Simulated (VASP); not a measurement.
A run of VASP 6.6.1:

POSCAR

```
SnO2
1.0
    3.1758098945      0.0000000000      0.0000000000
   -1.5879049473      2.7503321595      0.0000000000
    0.0000000000      0.0000000000     10.6076357799
Sn O
2 4
Direct
    0.0000000000      0.0000000000      0.5000000000
    0.0000000000      0.0000000000      0.0000000000
    0.6666666667      0.3333333333      0.4058620000
    0.6666666667      0.3333333333      0.0941380000
    0.3333333333      0.6666666667      0.5941380000
    0.3333333333      0.6666666667      0.9058620000
```

The input INCAR.step1:

```
SYSTEM = SnO2
  PREC = Accurate
  ENCUT = 520
  ISMEAR = 0
  SIGMA = 0.01
  LREAL = .False.
  LASPH = .True.
  NELM = 60
  NBANDS = 35
  GGA = PE
  ALGO = Normal
  EDIFF = 1E-4
  LWAVE = .True.
  LCHARG = .False.
```

File INCAR.step2:

```
SYSTEM = SnO2
  PREC = Accurate
  ENCUT = 520
  EDIFF = 1E-6
  ISMEAR = 0
  SIGMA = 0.01
  LREAL = .False.
  LASPH = .True.
  NELM = 60
  ALGO = Normal
  ISIF = 2
  LWAVE = .False.
  LCHARG = .False.
  METAGGA = R2SCAN
  LMIXTAU = .True.
  IVDW = 12
  VDW_S6 = 1.0
  VDW_S8 = 0.78981345
  VDW_A1 = 0.49484001
  VDW_A2 = 5.73083694
  NBANDS = 35
  ISTART = 1
```

Contents of KPOINTS:

```
regular mesh
0
Gamma
  12 12 2
  0 0 0
```

Potentials or basis: VASP PAW PBE potentials, release 64 (Sn_d, O).

Command:

```sh
$ cat potpaw_PBE.64/Sn_d/POTCAR potpaw_PBE.64/O/POTCAR > POTCAR
$ cp INCAR.step1 INCAR
$ mpirun -np 1 vasp_std > vasp.out
$ cp INCAR.step2 INCAR
$ mpirun -np 1 vasp_std > vasp.out
```

Hardware: 1 thread of Intel(R) Xeon(R) Platinum 8259CL CPU @ 2.50GHz (Skylake/Cascade Lake) (shared host).

Q: How long does it take, and how much memory?

A: Run time: 6.3 min on 1 thread of Intel(R) Xeon(R) Platinum 8259CL CPU @ 2.50GHz (Skylake/Cascade Lake), with other jobs on the host, peak memory 0.28 GiB. Counts: k points 38.
